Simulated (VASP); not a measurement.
# Cu (Fm-3m) in VASP: a series of runs

Cu is run at these levels: PBE+D3(BJ); tasks: single point, relaxation of cell and atoms.

Everything below comes from runs of VASP 6.6.1. Logs are shortened: lines on timing, memory, paths and dates and some standing lists are left out, and cuts for length are marked.

## (1) The cell of the first run

The structure is cubic, space group Fm-3m (No. 225). Conventional cell: a = 3.615 Å, b = 3.615 Å, c = 3.615 Å, α = 90.00°, β = 90.00°, γ = 90.00°. Within 3.4 Å of Cu (site symmetry m-3m) lie 12 Cu at 2.56 Å.

## (2) Single point, PBE+D3(BJ)

Contents of INCAR:

```
  ALGO = Normal
  EDIFF = 1E-6
  ENCUT = 520
  GGA = PE
  ISIF = 2
  ISMEAR = 0
  IVDW = 12
  LASPH = T
  LCHARG = F
  LREAL = F
  LWAVE = F
  NBANDS = 12
  NELM = 80
  PREC = Accurate
  SIGMA = 0.1
```

Contents of KPOINTS:

```
k-points
0
Gamma
  8 8 8
```

Contents of POSCAR:

```
Cu
1.0
    0.0000000000      1.8075000000      1.8075000000
    1.8075000000      0.0000000000      1.8075000000
    1.8075000000      1.8075000000      0.0000000000
Cu
1
Direct
    0.0000000000      0.0000000000      0.0000000000
```

Potentials or basis: VASP PAW PBE potentials, release 64 (Cu).

Run with:

```sh
$ cat potpaw_PBE.64/Cu/POTCAR > POTCAR
$ mpirun -np 1 vasp_std > vasp.out
```

OUTCAR:

```text
EDIFF = 1E-6
   ENCUT = 520
   GGA = PE
   ISIF = 2
   ISMEAR = 0
   IVDW = 12
   LASPH = T
   LREAL = F
   NELM = 80
   PREC = Accurate
 IVDW          = 12

 ion  position               nearest neighbor table
   1  0.000  0.000  0.000-

  LATTYP: Found a face centered cubic cell.
 ALAT       =     3.6150000000

  Lattice vectors:

 A1 = (   0.0000000000,   1.8075000000,   1.8075000000)
 A2 = (   1.8075000000,   0.0000000000,   1.8075000000)
 A3 = (   1.8075000000,   1.8075000000,   0.0000000000)

Analysis of symmetry for initial positions (statically):
=====================================================================
 Subroutine PRICEL returns:
 Original cell was already a primitive cell.

 Routine SETGRP: Setting up the symmetry group for a
 face centered cubic supercell.

 Subroutine GETGRP returns: Found 48 space group operations
 (whereof 48 operations were pure point group operations)
 out of a pool of 48 trial point group operations.

The static configuration has the point symmetry O_h .

Analysis of symmetry for dynamics (positions and initial velocities):
=====================================================================
 Subroutine PRICEL returns:
 Original cell was already a primitive cell.

 Routine SETGRP: Setting up the symmetry group for a
 face centered cubic supercell.

 Subroutine GETGRP returns: Found 48 space group operations
 (whereof 48 operations were pure point group operations)
 out of a pool of 48 trial point group operations.

The dynamic configuration has the point symmetry O_h .

 Subroutine INISYM returns: Found 48 space group operations
 (whereof 48 operations are pure point group operations),
 and found     1 'primitive' translations

----------------------------------------------------------------------------------------

                                     Primitive cell

  volume of cell :      11.8104

  direct lattice vectors                    reciprocal lattice vectors
     0.000000000  1.807500000  1.807500000    -0.276625173  0.276625173  0.276625173
     1.807500000  0.000000000  1.807500000     0.276625173 -0.276625173  0.276625173
     1.807500000  1.807500000  0.000000000     0.276625173  0.276625173 -0.276625173

  length of vectors
     2.556191014  2.556191014  2.556191014     0.479128854  0.479128854  0.479128854

  position of ions in fractional coordinates (direct lattice)
     0.000000000  0.000000000  0.000000000

  ion indices of the primitive-cell ions
   primitive index   ion index
                 1           1

----------------------------------------------------------------------------------------

 KPOINTS: k-points

Automatic generation of k-mesh.
 Grid dimensions read from file:
 generate k-points for:    8    8    8

 Generating k-lattice:

  Cartesian coordinates                     Fractional coordinates (reciprocal lattice)
    -0.034578147  0.034578147  0.034578147     0.125000000  0.000000000  0.000000000
     0.034578147 -0.034578147  0.034578147     0.000000000  0.125000000  0.000000000
     0.034578147  0.034578147 -0.034578147     0.000000000  0.000000000  0.125000000

  Length of vectors
     0.059891107  0.059891107  0.059891107

  Shift w.r.t. Gamma in fractional coordinates (k-lattice)
     0.000000000  0.000000000  0.000000000

 Subroutine IBZKPT returns following result:
 ===========================================

 Found     29 irreducible k-points:

 Following reciprocal coordinates:
            Coordinates               Weight
  0.000000  0.000000  0.000000      1.000000
  0.125000  0.000000  0.000000      8.000000
  0.250000  0.000000  0.000000      8.000000
  0.375000  0.000000  0.000000      8.000000
  0.500000  0.000000  0.000000      4.000000
  0.125000  0.125000  0.000000      6.000000
[... 16 lines left out ...]
  0.500000  0.250000  0.125000     48.000000
 -0.375000  0.250000  0.125000     24.000000
 [... further k-points ...]
   k-points           NKPTS =     29   k-points in BZ     NKDIM =     29   number of bands    NBANDS=     12
   number of dos      NEDOS =    301   number of ions     NIONS =      1
   total plane-waves  NPLWV =   8000
   dimension x,y,z NGX =    20 NGY =   20 NGZ =   20
   dimension x,y,z NGXF=    40 NGYF=   40 NGZF=   40
   ions per type =               1
   NGX,Y,Z   is equivalent  to a cutoff of  13.01, 13.01, 13.01 a.u.
   NGXF,Y,Z  is equivalent  to a cutoff of  26.01, 26.01, 26.01 a.u.
 SYSTEM =  unknown system
   PREC   = accura    normal or accurate (medium, high low for compatibility)
   ISTART =      0    job   : 0-new  1-cont  2-samecut
   ICHARG =      2    charge: 1-file 2-atom 10-const
   ISPIN  =      1    spin polarized calculation?
   LNONCOLLINEAR =      F non collinear calculations
   LSORBIT =      F    spin-orbit coupling
   LASPH  =      T    aspherical Exc in radial PAW
   ENCUT  =  520.0 eV  38.22 Ry    6.18 a.u.   4.75  4.75  4.75*2*pi/ulx,y,z
   NELM   =     80;   NELMIN=  2; NELMDL= -5     # of ELM steps
   EDIFF  = 0.1E-05   stopping-criterion for ELM
   LREAL  =      F    real-space projection
   EDIFFG = 0.1E-04   stopping-criterion for IOM
   NSW    =      0    number of steps for IOM
   IBRION =     -1    ionic relax: 0-MD 1-quasi-New 2-CG
   NFREE  =      0    steps in history (QN), initial steepest desc. (CG)
   ISIF   =      2    stress and relaxation
   ISYM   =      2    0-nonsym 1-usesym 2-fastsym
   POTIM  = 0.5000    time-step for ionic-motion
   TEBEG  =    0.0;   TEEND  =   0.0 temperature during run
   PSTRESS=    0.0 pullay stress
   NELECT =      11.0000    total number of electrons
   NUPDOWN=      -1.0000    fix difference up-down
   EMIN   =  10.00;   EMAX   =-10.00  energy-range for DOS
   EFERMI =   0.00;   METHOD = LEGACY
   ISMEAR =     0;   SIGMA  =   0.10  broadening in eV -4-tet -1-fermi 0-gaus
   EFERMI_NEDOS =   21; number of points for ismear=-14 and -15
   IALGO  =     38    algorithm
   IMIX   =      4    mixing-type and parameters
     AMIX     =   0.40;   BMIX     =  1.00
     AMIX_MAG =   1.60;   BMIX_MAG =  1.00
  volume/ion in A,a.u.               =      11.81        79.70
  Fermi-wavevector in a.u.,A,eV,Ry     =   1.598763  3.021224 34.777078  2.556043
  Thomas-Fermi vector in A             =   2.696162
   LORBIT       =      0    0 simple, 1 ext, 2 COOP (PROOUT), +10 PAW based schemes
   GGA     = PE    functional components
   LHFCALC =     F    Hartree Fock is set to
   AEXX    =    0.0000 exact exchange contribution
   IVDW    =    12    specifies the selected vdW correction
   LEPSILON=     F    determine dielectric tensor
   LRPA    =     F    only Hartree local field effects (RPA)
 non-spin polarized calculation
 Gauss-broadening in eV      SIGMA  =   0.10
  energy-cutoff  :      520.00
  volume of cell :       11.81
 maximum number of plane-waves:       332
   NGX =  9   NGY =  9   NGZ =  9

 number of electron      11.0000001 magnetization

 Free energy of the ion-electron system (eV)
  ---------------------------------------------------
  ext. energy  EPLUGINS =         0.00000000
  ---------------------------------------------------
  free energy    TOTEN  =        -3.69622650 eV

  energy without entropy =       -3.69312145  energy(sigma->0) =       -3.69467397

 E-fermi :   7.5176     XC(G=0): -12.7245

 val. band max:        7.4434077112   @ k =   0.5000   0.2500   0.1250
 cond. band min:       7.7167507456   @ k =   0.5000   0.1250   0.0000
 fundamental gap:      0.2733430344
 Fermi energy:         7.5176304400

 k-point     1 :       0.0000    0.0000    0.0000
  band No.  band energies     occupation
      1      -1.7648      2.00000
      2       4.5703      2.00000
      3       4.5703      2.00000
      4       4.5703      2.00000
      5       5.3930      2.00000
      6       5.3930      2.00000
      7      30.1805      0.00000
      8      32.8251      0.00000
      9      32.8251      0.00000
     10      32.8251      0.00000
     11      35.3193      0.00000
     12      35.3193      0.00000

 k-point     2 :       0.1250    0.0000    0.0000
  band No.  band energies     occupation
      1      -1.2016      2.00000
      2       4.4604      2.00000
      3       4.6637      2.00000
      4       4.6637      2.00000
      5       5.3640      2.00000
      6       5.3640      2.00000
      7      26.3965      0.00000
      8      30.8067      0.00000
      9      31.6233      0.00000
     10      31.6233      0.00000
     11      37.2204      0.00000
     12      37.2206      0.00000

 k-point     3 :       0.2500    0.0000    0.0000
  band No.  band energies     occupation
      1       0.3577      2.00000
      2       4.3166      2.00000
      3       4.7261      2.00000
      4       4.7261      2.00000
      5       5.4758      2.00000
      6       5.4758      2.00000
      7      20.0350      0.00000
      8      30.0591      0.00000
      9      30.4082      0.00000
     10      30.4082      0.00000
     11      36.0805      0.00000
     12      36.0805      0.00000
[... 286 lines left out ...]
 k-point    23 :       0.5000    0.2500    0.1250
  band No.  band energies     occupation
      1       2.9718      2.00000
      2       3.9850      2.00000
      3       4.2960      2.00000
      4       5.1175      2.00000
      5       5.7308      2.00000
      6       7.4434      1.70613
      7      15.5895      0.00000
      8      21.0495      0.00000
      9      23.9625      0.00000
     10      31.4648      0.00000
     11      35.0054      0.00000
     12      38.7652      0.00000

 k-point    24 :      -0.3750    0.2500    0.1250
  band No.  band energies     occupation
      1       3.2825      2.00000
      2       3.9766      2.00000
      3       4.5029      2.00000
      4       5.0154      2.00000
      5       5.9064      2.00000
      6       9.6954      0.00000
      7      11.8476      0.00000
      8      21.7656      0.00000
      9      22.1651      0.00000
     10      31.1705      0.00000
     11      34.8816      0.00000
     12      42.3386      0.00000

 [... further k-points ...]

------------------------ aborting loop because EDIFF is reached ----------------------------------------

 Edisp (eV)   -0.58300

 E8    (eV) :    -0.2499

  FORCE on cell =-STRESS in cart. coord.  units (eV):
  Direction    XX          YY          ZZ          XY          YZ          ZX
  --------------------------------------------------------------------------------------
  -------------------------------------------------------------------------------------
  Total      -0.37288    -0.37288    -0.37288     0.00000     0.00000     0.00000
  in kB     -50.58435   -50.58435   -50.58435     0.00000     0.00000     0.00000
  external pressure =      -50.58 kB  Pullay stress =        0.00 kB

 VOLUME and BASIS-vectors are now :
 -----------------------------------------------------------------------------
  energy-cutoff  :      520.00
  volume of cell :       11.81
      direct lattice vectors                 reciprocal lattice vectors
     0.000000000  1.807500000  1.807500000    -0.276625173  0.276625173  0.276625173
     1.807500000  0.000000000  1.807500000     0.276625173 -0.276625173  0.276625173
     1.807500000  1.807500000  0.000000000     0.276625173  0.276625173 -0.276625173

 POSITION                                       TOTAL-FORCE (eV/Angst)
 -----------------------------------------------------------------------------------
      0.00000      0.00000      0.00000         0.000000     -0.000000      0.000000
 -----------------------------------------------------------------------------------
    total drift:                               -0.000000     -0.000000     -0.000000

  FREE ENERGIE OF THE ION-ELECTRON SYSTEM (eV)
  ---------------------------------------------------
  free  energy   TOTEN  =        -4.2792235263 eV

  energy  without entropy=       -4.2761184815  energy(sigma->0) =       -4.27767100
```

Run time: 2.7 s. Hardware: 1 thread of AMD EPYC 9R45 (Zen 5), shared host; peak memory 0.1 GiB.

Results:

```yaml
Free_energy: -4.2792 eV
Pressure: -5.1 GPa
Dispersion_energy_per_atom: -0.583 eV
```

Caveat: the k points lie up to 0.38 Å⁻¹ apart; pairwise dispersion overbinds metals, which lowers pressure and volume.

## (3) Single point, PBE+D3(BJ)

This run uses another cell than the first one, of 10.25 Å³/atom, 0.868 times its volume.

Contents of INCAR:

```
PREC = Accurate
ENCUT = 520
EDIFF = 1E-7
ISMEAR = 0
SIGMA = 0.1
LREAL = False
LASPH = True
NELM = 60
ALGO = Fast
ISIF = 2
LWAVE = False
LCHARG = False
GGA = PE
IVDW = 12
NBANDS = 12
```

Contents of KPOINTS:

```
Automatic mesh
0
Gamma
  20 20 20
```

Contents of POSCAR:

```
Cu
1.0
    0.0000000000      1.7238839375      1.7238839375
    1.7238839375      0.0000000000      1.7238839375
    1.7238839375      1.7238839375      0.0000000000
Cu
1
Direct
    0.0000000000      0.0000000000      0.0000000000
```

Potentials or basis: VASP PAW PBE potentials, release 64 (Cu).

Run with:

```sh
$ cat potpaw_PBE.64/Cu/POTCAR > POTCAR
$ mpirun -np 1 vasp_std > vasp.out
```

OUTCAR:

```text
PREC = Accurate
   ENCUT = 520
   EDIFF = 1E-7
   ISMEAR = 0
   LREAL = False
   LASPH = True
   NELM = 60
   ISIF = 2
   GGA = PE
   IVDW = 12
 IVDW          = 12

 ion  position               nearest neighbor table
   1  0.000  0.000  0.000-

  LATTYP: Found a face centered cubic cell.
 ALAT       =     3.4477678750

  Lattice vectors:

 A1 = (   0.0000000000,   1.7238839375,   1.7238839375)
 A2 = (   1.7238839375,   0.0000000000,   1.7238839375)
 A3 = (   1.7238839375,   1.7238839375,   0.0000000000)

Analysis of symmetry for initial positions (statically):
=====================================================================
 Subroutine PRICEL returns:
 Original cell was already a primitive cell.

 Routine SETGRP: Setting up the symmetry group for a
 face centered cubic supercell.

 Subroutine GETGRP returns: Found 48 space group operations
 (whereof 48 operations were pure point group operations)
 out of a pool of 48 trial point group operations.

The static configuration has the point symmetry O_h .

Analysis of symmetry for dynamics (positions and initial velocities):
=====================================================================
[... 170 lines left out ...]
      5       7.0086      2.00000
      6       7.0086      2.00000
      7      33.2016      0.00000
      8      36.9854      0.00000
      9      36.9854      0.00000
     10      36.9854      0.00000
     11      39.6936      0.00000
     12      39.6936      0.00000
[... 331 lines left out ...]
 k-point    24 :      -0.3500    0.0500    0.0000
  band No.  band energies     occupation
      1       3.0952      2.00000
      2       6.0097      2.00000
      3       6.0604      2.00000
      4       6.1652      2.00000
      5       7.3968      2.00000
      6       7.7327      2.00000
      7      17.6734      0.00000
      8      30.8760      0.00000
      9      33.3456      0.00000
     10      35.1135      0.00000
     11      37.0789      0.00000
     12      39.0487      0.00000

 [... further k-points ...]

------------------------ aborting loop because EDIFF is reached ----------------------------------------

 Edisp (eV)   -0.67555

 E8    (eV) :    -0.2902

  FORCE on cell =-STRESS in cart. coord.  units (eV):
  Direction    XX          YY          ZZ          XY          YZ          ZX
  --------------------------------------------------------------------------------------
  -------------------------------------------------------------------------------------
  Total       1.37709     1.37709     1.37709    -0.00000    -0.00000    -0.00000
  in kB     215.33637   215.33637   215.33637    -0.00000    -0.00000    -0.00000
  external pressure =      215.34 kB  Pullay stress =        0.00 kB

 VOLUME and BASIS-vectors are now :
 -----------------------------------------------------------------------------
  energy-cutoff  :      520.00
  volume of cell :       10.25
      direct lattice vectors                 reciprocal lattice vectors
     0.000000000  1.723883937  1.723883937    -0.290042728  0.290042728  0.290042728
     1.723883937  0.000000000  1.723883937     0.290042728 -0.290042728  0.290042728
     1.723883937  1.723883937  0.000000000     0.290042728  0.290042728 -0.290042728

 POSITION                                       TOTAL-FORCE (eV/Angst)
 -----------------------------------------------------------------------------------
      0.00000      0.00000      0.00000         0.000000     -0.000000     -0.000000
 -----------------------------------------------------------------------------------
    total drift:                                0.000000     -0.000000      0.000000

  FREE ENERGIE OF THE ION-ELECTRON SYSTEM (eV)
  ---------------------------------------------------
  free  energy   TOTEN  =        -4.2517187206 eV

  energy  without entropy=       -4.2505229489  energy(sigma->0) =       -4.25112083
```

OSZICAR:

```text
N       E                     dE             d eps       ncg     rms          rms(c)
DAV:   1     0.417066419022E+02    0.41707E+02   -0.54145E+03  7000   0.159E+03
DAV:   2    -0.324962370710E+01   -0.44956E+02   -0.41508E+02  6292   0.211E+02
DAV:   3    -0.451207409566E+01   -0.12625E+01   -0.12566E+01  7180   0.395E+01
DAV:   4    -0.451953651944E+01   -0.74624E-02   -0.74614E-02  6952   0.268E+00
DAV:   5    -0.451959891860E+01   -0.62399E-04   -0.62400E-04  7268   0.246E-01    0.780E+00
RMM:   6    -0.382104713601E+01    0.69855E+00   -0.25307E+00  7708   0.295E+01    0.343E+00
RMM:   7    -0.359765512033E+01    0.22339E+00   -0.30195E-01  7720   0.952E+00    0.113E+00
RMM:   8    -0.357757676765E+01    0.20078E-01   -0.14172E-02  8044   0.129E+00    0.329E-01
RMM:   9    -0.357604048296E+01    0.15363E-02   -0.39790E-03  7956   0.123E+00    0.307E-02
RMM:  10    -0.357616467352E+01   -0.12419E-03   -0.81123E-04  8432   0.318E-01    0.225E-02
RMM:  11    -0.357616864266E+01   -0.39691E-05   -0.13425E-04  8085   0.199E-01    0.346E-02
RMM:  12    -0.357616482884E+01    0.38138E-05   -0.42859E-05  8584   0.829E-02    0.423E-03
RMM:  13    -0.357616591799E+01   -0.10892E-05   -0.95736E-06  8200   0.290E-02    0.195E-03
RMM:  14    -0.357616615167E+01   -0.23368E-06   -0.92425E-07  7248   0.108E-02    0.231E-03
RMM:  15    -0.357616616584E+01   -0.14164E-07   -0.30489E-07  6112   0.742E-03
   1 F= -.42517187E+01 E0= -.42511208E+01  d E =-.119577E-02
```

stdout:

```text
POSCAR found type information on POSCAR Cu
 POSCAR found :  1 types and       1 ions
 scaLAPACK will be used
 LDA part: xc-table for (Slater+PW92), standard interpolation
 POSCAR, INCAR and KPOINTS ok, starting setup
 FFT: planning ... GRIDC
 FFT: planning ... GRID_SOFT
 FFT: planning ... GRID
 WAVECAR not read
 entering main loop
WARNING in EDDRMM: call to ZHEGV failed, returncode =   6  3      7
```

Wall time 19 s (1 thread of AMD EPYC 9R45 (Zen 5), shared host); peak memory 0.12 GiB.

Results:

- Free energy: -4.2517 eV
- Pressure: 21.5 GPa
- Dispersion energy per atom: -0.676 eV

Caveat: pairwise dispersion overbinds metals, which lowers pressure and volume.

(Part 1 of 2 ends here.)
